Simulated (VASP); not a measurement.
A run of VASP 6.6.1 is set up as follows.

Contents of POSCAR:

```
Al2Ru
1.0
    0.0000000000      4.1889823501      4.3914546631
    2.4710296752      0.0000000000      4.3914546631
    2.4710296752      4.1889823501      0.0000000000
Al Ru
4 2
Direct
    0.0790459565      0.4209540435      0.0790459565
    0.4209540435      0.0790459565      0.4209540435
    0.1709540435      0.8290459565      0.1709540435
    0.8290459565      0.1709540435      0.8290459565
    0.7500000000      0.7500000000      0.7500000000
    0.5000000000      0.5000000000      0.5000000000
```

INCAR.step1

```
ALGO = Normal
EDIFF = 1E-4
ENCUT = 520
GGA = PE
ISMEAR = 0
LASPH = True
LCHARG = False
LREAL = False
LWAVE = True
NBANDS = 29
NELM = 100
PREC = Accurate
SIGMA = 0.03
```

INCAR.step2

```
ALGO = Normal
EDIFF = 1E-6
ENCUT = 520
ISIF = 2
ISMEAR = 0
ISTART = 1
LASPH = True
LCHARG = False
LMIXTAU = True
LREAL = False
LWAVE = False
METAGGA = R2SCAN
NBANDS = 29
NELM = 100
PREC = Accurate
SIGMA = 0.03
```

KPOINTS

```
k-points
0
Gamma
  10 10 10
```

Potentials or basis: VASP PAW PBE potentials, release 64 (Al, Ru_pv).

Run with:

```sh
$ cat potpaw_PBE.64/Al/POTCAR potpaw_PBE.64/Ru_pv/POTCAR > POTCAR
$ cp INCAR.step1 INCAR
$ mpirun -np 1 vasp_std > vasp.out
$ cp INCAR.step2 INCAR
$ mpirun -np 1 vasp_std > vasp.out
```

Predict the largest force.

0.250 eV/Å.

Estimate the band gap on the k mesh.

0.39 eV (least direct gap 1.19 eV).

What does it give for the pressure?

-13.9 GPa.

Stress tensor (GPa, compression positive):
```
-17.91   0.00   0.00
  0.00 -15.76   0.00
  0.00   0.00  -8.07
```

Caveat: the cell differs from its parent crystal (strain +0.050 along x and y, +0.000 along z); the stress differs along the axes, from -18 to -8 GPa; the PAW data sets were made with another functional, which shifts forces and pressure a little. A k mesh can miss the band edges.
